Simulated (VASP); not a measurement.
# Se (P6/mmm) in VASP: notebook

Runs on Se. Level: r2SCAN. Tasks: single point, relaxation of cell and atoms.

All numbers are computed with VASP 6.6.1; they aren't measurements. Logs are shortened: lines on timing, memory, paths and dates and some standing lists are left out, and cuts for length are marked.

## Step 1: The cell of the first run

Symmetry: P6/mmm, No. 191, hexagonal system. The conventional cell has a = 6.535 Å, b = 6.535 Å, c = 2.382 Å, α = 90.00°, β = 90.00°, γ = 120.00°. Se (site symmetry 6/mmm) has 2 Se at 2.38 Å within 3.1 Å. Within 3.1 Å of Se (site symmetry -6m2) lie 2 Se at 2.38 Å.

This isn't the form of Se at room conditions, which is trigonal, of chains.

## Step 2: Single point, r2SCAN

File POSCAR:

```
Se
1.0
    6.5352200428      0.0000000000      0.0000000000
   -3.2676100214      5.6596665764      0.0000000000
    0.0000000000      0.0000000000      2.3819907434
Se
3
Direct
    1.0000000000      0.0000000000      0.0000000000
    0.3333333333      0.6666666667      0.5000000000
    0.6666666667      0.3333333333      0.5000000000
```

File INCAR.step1:

```
ALGO = Normal
EDIFF = 1E-4
ENCUT = 520
GGA = PE
ISMEAR = -1
LASPH = True
LCHARG = False
LREAL = False
LWAVE = True
NBANDS = 16
NELM = 60
PREC = Accurate
SIGMA = 0.1
```

File INCAR.step2:

```
ALGO = Normal
EDIFF = 1E-6
ENCUT = 520
ISIF = 2
ISMEAR = -1
ISTART = 1
LASPH = True
LCHARG = True
LELF = True
LMIXTAU = True
LREAL = False
LVHAR = True
LWAVE = False
METAGGA = R2SCAN
NBANDS = 16
NELM = 60
PREC = Accurate
SIGMA = 0.1
```

File KPOINTS:

```
k-points
0
Gamma
  8 8 17
```

Potentials or basis: VASP PAW PBE potentials, release 64 (Se).

Launch:

```bash
$ cat potpaw_PBE.64/Se/POTCAR > POTCAR
$ cp INCAR.step1 INCAR
$ mpirun -np 1 vasp_std > vasp.out
$ cp INCAR.step2 INCAR
$ mpirun -np 1 vasp_std > vasp.out
```

OUTCAR:

```text
EDIFF = 1E-6
   ENCUT = 520
   ISIF = 2
   ISMEAR = -1
   ISTART = 1
   LASPH = True
   LREAL = False
   METAGGA = R2SCAN
   NELM = 60
   PREC = Accurate

 ion  position               nearest neighbor table
   1  0.000  0.000  0.000-
   2  0.333  0.667  0.500-
   3  0.667  0.333  0.500-

  LATTYP: Found a hexagonal cell.
 ALAT       =     6.5352200428
 C/A-ratio  =     0.3644851631

  Lattice vectors:

 A1 = (   6.5352200428,   0.0000000000,   0.0000000000)
 A2 = (  -3.2676100214,   5.6596665764,   0.0000000000)
 A3 = (   0.0000000000,   0.0000000000,   2.3819907434)

Analysis of symmetry for initial positions (statically):
=====================================================================
 Subroutine PRICEL returns:
 Original cell was already a primitive cell.

 Routine SETGRP: Setting up the symmetry group for a
 hexagonal supercell.

 Subroutine GETGRP returns: Found 24 space group operations
 (whereof 24 operations were pure point group operations)
 out of a pool of 24 trial point group operations.

The static configuration has the point symmetry D_6h.

Analysis of symmetry for dynamics (positions and initial velocities):
=====================================================================
 Subroutine PRICEL returns:
 Original cell was already a primitive cell.

 Routine SETGRP: Setting up the symmetry group for a
 hexagonal supercell.

 Subroutine GETGRP returns: Found 24 space group operations
 (whereof 24 operations were pure point group operations)
 out of a pool of 24 trial point group operations.

The dynamic configuration has the point symmetry D_6h.

 Subroutine INISYM returns: Found 24 space group operations
 (whereof 24 operations are pure point group operations),
 and found     1 'primitive' translations

----------------------------------------------------------------------------------------

                                     Primitive cell

  volume of cell :      88.1031

  direct lattice vectors                    reciprocal lattice vectors
     6.535220043  0.000000000  0.000000000     0.153017036  0.088344427  0.000000000
    -3.267610021  5.659666576  0.000000000     0.000000000  0.176688854  0.000000000
     0.000000000  0.000000000  2.381990743     0.000000000  0.000000000  0.419816913

  length of vectors
     6.535220043  6.535220043  2.381990743     0.176688854  0.176688854  0.419816913

  position of ions in fractional coordinates (direct lattice)
     0.000000000  0.000000000  0.000000000
     0.333333333  0.666666667  0.500000000
     0.666666667  0.333333333  0.500000000

  ion indices of the primitive-cell ions
   primitive index   ion index
                 1           1
                 2           2
                 3           3

----------------------------------------------------------------------------------------

 KPOINTS: k-points

Automatic generation of k-mesh.
 Grid dimensions read from file:
 generate k-points for:    8    8   17

 Generating k-lattice:

  Cartesian coordinates                     Fractional coordinates (reciprocal lattice)
     0.019127129  0.011043053  0.000000000     0.125000000  0.000000000  0.000000000
     0.000000000  0.022086107  0.000000000     0.000000000  0.125000000  0.000000000
     0.000000000  0.000000000  0.024695113     0.000000000  0.000000000  0.058823529

  Length of vectors
     0.022086107  0.022086107  0.024695113

  Shift w.r.t. Gamma in fractional coordinates (k-lattice)
     0.000000000  0.000000000  0.000000000

 Subroutine IBZKPT returns following result:
 ===========================================

 Found     90 irreducible k-points:

 Following reciprocal coordinates:
            Coordinates               Weight
  0.000000  0.000000  0.000000      1.000000
  0.125000 -0.000000  0.000000      6.000000
  0.250000 -0.000000  0.000000      6.000000
  0.375000 -0.000000  0.000000      6.000000
  0.500000 -0.000000  0.000000      3.000000
  0.125000  0.125000  0.000000      6.000000
[... 16 lines left out ...]
  0.250000 -0.000000  0.117647     12.000000
  0.375000 -0.000000  0.117647     12.000000
 [... further k-points ...]
   k-points           NKPTS =     90   k-points in BZ     NKDIM =     90   number of bands    NBANDS=     16
   number of dos      NEDOS =    301   number of ions     NIONS =      3
   total plane-waves  NPLWV =  45000
   dimension x,y,z NGX =    50 NGY =   50 NGZ =   18
   dimension x,y,z NGXF=   100 NGYF=  100 NGZF=   36
   ions per type =               3
   NGX,Y,Z   is equivalent  to a cutoff of  12.72, 12.72, 12.56 a.u.
   NGXF,Y,Z  is equivalent  to a cutoff of  25.44, 25.44, 25.13 a.u.
 SYSTEM =  unknown system
   PREC   = accura    normal or accurate (medium, high low for compatibility)
   ISTART =      1    job   : 0-new  1-cont  2-samecut
   ICHARG =      0    charge: 1-file 2-atom 10-const
   ISPIN  =      1    spin polarized calculation?
   LNONCOLLINEAR =      F non collinear calculations
   LSORBIT =      F    spin-orbit coupling
   LASPH  =      T    aspherical Exc in radial PAW
   ENCUT  =  520.0 eV  38.22 Ry    6.18 a.u.  12.15 12.15  4.43*2*pi/ulx,y,z
   NELM   =     60;   NELMIN=  2; NELMDL=  0     # of ELM steps
   EDIFF  = 0.1E-05   stopping-criterion for ELM
   LREAL  =      F    real-space projection
   EDIFFG = 0.1E-04   stopping-criterion for IOM
   NSW    =      0    number of steps for IOM
   IBRION =     -1    ionic relax: 0-MD 1-quasi-New 2-CG
   NFREE  =      0    steps in history (QN), initial steepest desc. (CG)
   ISIF   =      2    stress and relaxation
   ISYM   =      2    0-nonsym 1-usesym 2-fastsym
   POTIM  = 0.5000    time-step for ionic-motion
   TEBEG  =    0.0;   TEEND  =   0.0 temperature during run
   PSTRESS=    0.0 pullay stress
   NELECT =      18.0000    total number of electrons
   NUPDOWN=      -1.0000    fix difference up-down
   EMIN   =  10.00;   EMAX   =-10.00  energy-range for DOS
   EFERMI =   0.00;   METHOD = LEGACY
   ISMEAR =    -1;   SIGMA  =   0.10  broadening in eV -4-tet -1-fermi 0-gaus
   EFERMI_NEDOS =   21; number of points for ismear=-14 and -15
   IALGO  =     38    algorithm
   IMIX   =      4    mixing-type and parameters
     AMIX     =   0.40;   BMIX     =  1.00
     AMIX_MAG =   1.60;   BMIX_MAG =  1.00
  volume/ion in A,a.u.               =      29.37       198.18
  Fermi-wavevector in a.u.,A,eV,Ry     =   0.964203  1.822080 12.649174  0.929688
  Thomas-Fermi vector in A             =   2.093815
   LORBIT       =      0    0 simple, 1 ext, 2 COOP (PROOUT), +10 PAW based schemes
   METAGGA = R2SCAN    functional components
   LHFCALC =     F    Hartree Fock is set to
   AEXX    =    0.0000 exact exchange contribution
   IVDW    =     0    specifies the selected vdW correction
   LEPSILON=     F    determine dielectric tensor
   LRPA    =     F    only Hartree local field effects (RPA)
 non-spin polarized calculation
  energy-cutoff  :      520.00
  volume of cell :       88.10
 maximum number of plane-waves:      2403
 NGX is ok and might be reduce to    50
   NGX = 25   NGY = 25   NGZ =  9

 number of electron      17.9999998 magnetization

 Free energy of the ion-electron system (eV)
  ---------------------------------------------------
  ext. energy  EPLUGINS =         0.00000000
  ---------------------------------------------------
  free energy    TOTEN  =       -41.17030508 eV

  energy without entropy =      -41.10070427  energy(sigma->0) =      -41.13550467

 E-fermi :   1.4862     XC(G=0):  -9.0037

 val. band max:        1.4718539281   @ k =   0.2500   0.1250   0.3529
 cond. band min:       1.4864947476   @ k =   0.3750   0.1250   0.4706
 fundamental gap:      0.0146408195
 Fermi energy:         1.4861782118

 k-point     1 :       0.0000    0.0000    0.0000
  band No.  band energies     occupation
      1     -14.3008      2.00000
      2     -13.7480      2.00000
      3     -13.7047      2.00000
      4      -2.5505      2.00000
      5      -2.5505      2.00000
      6      -2.5278      2.00000
[... 8 lines left out ...]
     15      10.9505      0.00000
     16      11.0047      0.00000

 k-point     2 :       0.1250   -0.0000    0.0000
  band No.  band energies     occupation
      1     -14.2777      2.00000
      2     -13.7619      2.00000
      3     -13.7188      2.00000
      4      -2.8581      2.00000
      5      -2.7931      2.00000
      6      -2.1601      2.00000
[... 8 lines left out ...]
     15      10.5699      0.00000
     16      10.6202      0.00000

 k-point     3 :       0.2500   -0.0000    0.0000
  band No.  band energies     occupation
      1     -14.2121      2.00000
      2     -13.8058      2.00000
      3     -13.7527      2.00000
      4      -3.0978      2.00000
      5      -2.8255      2.00000
      6      -1.7477      2.00000
[... 8 lines left out ...]
     15      10.5115      0.00000
     16      10.5511      0.00000

 k-point     4 :       0.3750   -0.0000    0.0000
  band No.  band energies     occupation
      1     -14.1147      2.00000
      2     -13.8873      2.00000
      3     -13.7807      2.00000
      4      -3.2463      2.00000
      5      -2.6269      2.00000
      6      -1.6515      2.00000
[... 8 lines left out ...]
     15      10.3441      0.00000
     16      10.4724      0.00000
[... 324 lines left out ...]
 k-point    22 :       0.1250   -0.0000    0.1176
  band No.  band energies     occupation
      1     -13.9084      2.00000
      2     -13.3949      2.00000
      3     -13.3509      2.00000
      4      -2.5009      2.00000
      5      -2.4363      2.00000
      6      -1.8076      2.00000
[... 8 lines left out ...]
     15      10.5570      0.00000
     16      10.9830      0.00000

 k-point    23 :       0.2500   -0.0000    0.1176
  band No.  band energies     occupation
      1     -13.8430      2.00000
      2     -13.4384      2.00000
      3     -13.3848      2.00000
      4      -2.7393      2.00000
      5      -2.4686      2.00000
      6      -1.3985      2.00000
[... 8 lines left out ...]
     15      10.0009      0.00000
     16      10.3738      0.00000

 k-point    24 :       0.3750   -0.0000    0.1176
  band No.  band energies     occupation
      1     -13.7459      2.00000
      2     -13.5194      2.00000
      3     -13.4130      2.00000
      4      -2.8869      2.00000
      5      -2.2714      2.00000
      6      -1.3034      2.00000
[... 8 lines left out ...]
     15       9.6868      0.00000
     16       9.8830      0.00000

 [... further k-points ...]
[... 5 lines left out ...]
  --------------------------------------------------------------------------------------
  -------------------------------------------------------------------------------------
  Total        0.1401229      0.1401229     -1.5210388      0.0000000      0.0000000      0.0000000
  in kB        2.5481707      2.5481707    -27.6604821      0.0000000      0.0000000      0.0000000
  external PRESSURE =      -7.5213802 kB  Pullay stress =       0.0000000 kB

 VOLUME and BASIS-vectors are now :
 -----------------------------------------------------------------------------
  energy-cutoff  :      520.00
  volume of cell :       88.10
      direct lattice vectors                 reciprocal lattice vectors
     6.535220043  0.000000000  0.000000000     0.153017036  0.088344427  0.000000000
    -3.267610021  5.659666576  0.000000000     0.000000000  0.176688854  0.000000000
     0.000000000  0.000000000  2.381990743     0.000000000  0.000000000  0.419816913

 POSITION                                       TOTAL-FORCE (eV/Angst)
 -----------------------------------------------------------------------------------
      0.00000      0.00000      0.00000        -0.000000      0.000000      0.000000
     -0.00000      3.77311      1.19100         0.000000      0.000000     -0.000000
      3.26761      1.88656      1.19100        -0.000000      0.000000      0.000000
 -----------------------------------------------------------------------------------
    total drift:                                0.000000      0.000000      0.000000

  FREE ENERGIE OF THE ION-ELECTRON SYSTEM (eV)
  ---------------------------------------------------
  free  energy   TOTEN  =       -41.1703050830 eV

  energy  without entropy=      -41.1007042668  energy(sigma->0) =      -41.13550467
```

Run time: 2.9 min. Hardware: 1 thread of Intel Xeon 6975P-C (Granite Rapids), shared host; peak memory 0.27 GiB.

Results:

| Quantity | Value |
| --- | --- |
| Free energy | -41.1703 eV |
| Pressure | -0.8 GPa |
| Band gap on the k mesh | zero (bands 9 and 10 overlap by 1.97 eV) |

Stress tensor (GPa, compression positive):
```
 0.25  0.00  0.00
 0.00  0.25  0.00
 0.00  0.00 -2.77
```

Caveat: the PAW data sets were made with another functional, which shifts forces and pressure a little.

## Step 3: Relaxation of cell and atoms, r2SCAN

This run uses another cell than the first one, of 21.81 Å³/atom.

File POSCAR:

```
Se
1.0
    4.9764452362      0.0000000000      0.0000000000
   -2.4882226181      4.3097279951      0.0000000000
    0.0000000000      0.0000000000      3.0505609298
Se
3
Direct
    0.0000000000      0.0000000000      0.0000000000
    0.3333333333      0.6666666667      0.5000000000
    0.6666666667      0.3333333333      0.5000000000
```

File INCAR.step1:

```
ALGO = Normal
EDIFF = 1E-4
ENCUT = 600
GGA = PE
ISMEAR = -1
LASPH = T
LCHARG = F
LREAL = F
LWAVE = T
NELM = 100
PREC = Accurate
SIGMA = 0.1
```

File INCAR.step2:

```
ALGO = Normal
EDIFF = 1E-7
EDIFFG = -0.01
ENCUT = 600
IBRION = 2
ISIF = 3
ISMEAR = -1
ISTART = 1
LASPH = T
LCHARG = F
LMIXTAU = T
LREAL = F
LWAVE = F
METAGGA = R2SCAN
NELM = 100
NSW = 80
PREC = Accurate
SIGMA = 0.1
```

File KPOINTS:

```
k-points
0
Gamma
  7 7 10
```

Potentials or basis: VASP PAW PBE potentials, release 64 (Se).

Launch:

```bash
$ cat potpaw_PBE.64/Se/POTCAR > POTCAR
$ cp INCAR.step1 INCAR
$ mpirun -np 1 vasp_std > vasp.out
$ cp INCAR.step2 INCAR
$ mpirun -np 1 vasp_std > vasp.out
```

It took 2.8 min on 1 thread of Intel Xeon 6975P-C (Granite Rapids), shared host; peak memory 0.22 GiB.

The run converged. Its results:

| Item | Value |
| --- | --- |
| Free energy | -40.6671 eV |
| Relaxed volume | 20.63 Å³/atom |
| Relaxed cell | a = 4.884 Å, b = 4.884 Å, c = 2.995 Å, α = 90.00°, β = 90.00°, γ = 120.00° |
| Space group after relaxing (to 0.1 Å) | P6/mmm (No. 191) |
| Energy gained by relaxing | 13.8 meV/atom |
| Ionic steps | 3 |
| Pressure after relaxing | 0.0 GPa |
| Band gap on the k mesh | zero (bands 9 and 10 overlap by 5.15 eV) |

Step by step:
```csv
step,energy change (eV),largest force (eV/Å),pressure (GPa),volume (Å³)
1,0.0000,0.0000,-3.56,65.43
2,-0.0380,0.0000,1.17,60.94
3,-0.0414,0.0000,0.01,61.89
```

Final structure:
```
CELL_PARAMETERS angstrom
4.88447 0.00000 0.00000
-2.44223 4.23007 0.00000
0.00000 0.00000 2.99531
ATOMIC_POSITIONS crystal
Se 0.00000 0.00000 0.00000
Se 0.33333 0.66667 0.50000
Se 0.66667 0.33333 0.50000
```

Levels at points of the mesh, in eV from the Fermi level:
```tsv
k point	band 5	band 6	band 7	band 8	band 9	band 10	band 11	band 12	band 13
(0.00, 0.00, 0.00)	-5.31	-4.60	-4.60	-0.26	2.82	3.01	3.01	3.04	6.62
(0.00, 0.00, 0.50)	-4.15	-3.86	-3.86	-3.32	-1.58	-1.58	-0.39	-0.39	5.01
```

Caveat: the PAW data sets were made with another functional, which shifts forces and pressure a little.

The gap in the log of VASP goes by the Fermi energy; the results here count the filled bands.